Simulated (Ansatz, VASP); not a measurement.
## W in VASP and in Ansatz

```xyz
2
Lattice="0.0000 -1.9865 -1.9865 0.0000 1.9865 -1.9865 3.9730 0.0000 0.0000" Properties=species:S:1:pos:R:3 pbc="T T T"
W     1.9185   -0.0404   -1.9865
W     0.0680    0.0404    0.0000
```

Change from the starting cell: mode 4 frozen in at -0.040 Å and mode 6 at -0.068 Å (largest displacements).

Alike in both runs: task single point; functional LDA; k mesh 16 × 16 × 12; occupations gaussian, width 0.15 eV; no spin polarisation.

|  | VASP | Ansatz |
| --- | --- | --- |
| version | VASP 6.6.1 | Ansatz 0.2.0 |
| potentials or method | VASP PAW LDA potentials, release 64 (W_sv), cutoff 500 eV | scalar-relativistic, plane waves, PAW |
| valence electrons in the cell | 28 | 28 |

VASP gave:

```
gap on the k mesh at the Fermi level (eV)                     : none
pressure (GPa)                                                : 4.6
traceless stress, the component that is largest in VASP (GPa) : -5.61
rms of the force components (eV/Å)                            : 1.185
```

**Question.** What did Ansatz give for the same quantities?

**Answer.** gap on the k mesh at the Fermi level (eV): none; pressure (GPa): 2.9; traceless stress, the component that is largest in VASP (GPa): -5.61; rms of the force components (eV/Å): 1.160.

Ansatz warns that its potentials were made for another functional, while VASP's fit it. LDA's correlation is that of Perdew and Zunger in VASP and of Perdew and Wang (1992) in Ansatz. Atom by atom the forces differ by 0.025 eV/Å (rms over components). A gap of «none» marks a metal or a gap that the smearing closes.

Neither program's run includes spin-orbit coupling.
